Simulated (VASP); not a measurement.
Input of a VASP 6.6.1 run:

Contents of INCAR:

```
SYSTEM = Pd
PREC = Accurate ; ENCUT = 520
EDIFF = 1E-6 ; ISMEAR = -1
SIGMA = 0.05 ; LREAL = .False.
LASPH = .True. ; NELM = 150
ALGO = Normal ; ISIF = 2
LWAVE = .False. ; LCHARG = .False.
ISPIN = 2 ; MAGMOM = 0.5 -0.5
LORBIT = 11 ; LMAXMIX = 4
GGA = RE ; NBANDS = 21
```

KPOINTS

```
Automatic mesh
0
Gamma
  12 12 12
  0 0 0
```

File POSCAR:

```
Pd
1.0
    0.0000000000      2.6336935204      2.6336935204
    2.6336935204      0.0000000000      2.6336935204
    2.6336935204      2.6336935204      0.0000000000
Pd
2
Direct
    0.0000000000      0.0000000000      0.0000000000
    0.5000000000      0.5000000000      0.5000000000
```

Potentials or basis: VASP PAW PBE potentials, release 64 (Pd).

Launch:

```bash
$ cat potpaw_PBE.64/Pd/POTCAR > POTCAR
$ mpirun -np 1 vasp_std > vasp.out
```

**Question.** Estimate the net moment.

**Answer.** 0.00 μB per cell.

**Question.** Predict the pressure.

**Answer.** 0.0 GPa.

**Question.** Estimate the band gap on the k mesh.

**Answer.** Zero (filled and empty bands overlap).

Caveat: the PAW data sets were made with another functional, which shifts forces and pressure a little.
